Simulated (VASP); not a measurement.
Runs of VASP 6.6.1 on Co. The structure is that of space group P6_3/mmc (No. 194), or close to it. The cells are those of the table. 

```tsv
task	potentials or basis	cell	k mesh	cutoff (eV)	smearing	gap on the mesh (eV)	pressure (GPa)	moment (μB)
single point	VASP PAW PBE potentials, release 64 (Co)	a = 2.456, b = 2.456, c = 3.969 Å, angles 90.0, 90.0, 120.0°, 2 atoms	18 × 18 × 10	520	gaussian 0.1 eV	none	-0.9	3.14
single point	VASP PAW PBE potentials, release 64 (Co)	a = 2.456, b = 2.456, c = 3.969 Å, angles 90.0, 90.0, 120.0°, 2 atoms	30 × 30 × 16	520	gaussian 0.15 eV	none	-1.0	3.13
relaxation of cell and atoms	VASP PAW PBE potentials, release 64 (Co)	relaxed from a = 2.519, b = 2.519, c = 4.091 Å, angles 90.0, 90.0, 120.0°, 2 atoms	12 × 12 × 6	600	gaussian 0.1 eV	none	0.5	3.05
single point	VASP PAW PBE potentials, release 64 (Co_sv)	a = 2.458, b = 2.458, c = 3.961 Å, angles 90.0, 90.0, 120.0°, 2 atoms	12 × 12 × 6	600	gaussian 0.1 eV	none	(a)	3.10
single point	VASP PAW PBE potentials, release 64 (Co)	a = 2.456, b = 2.456, c = 3.969 Å, angles 90.0, 90.0, 120.0°, 2 atoms	18 × 18 × 8	520	gaussian 0.15 eV	none	(b)	3.14
```

Alike in all rows: level PBEsol; spin collinear, ferromagnetic start.

**Question.** Estimate the missing entries.

**Answer.** (a) -4.4; (b) -0.8.

Caveats: the PAW data sets were made with another functional, which shifts forces and pressure a little; the cell stands under tension (at least some runs).

A gap of «none» marks levels without a gap at the run's occupations.

The runs don't all hold the same shells in valence.
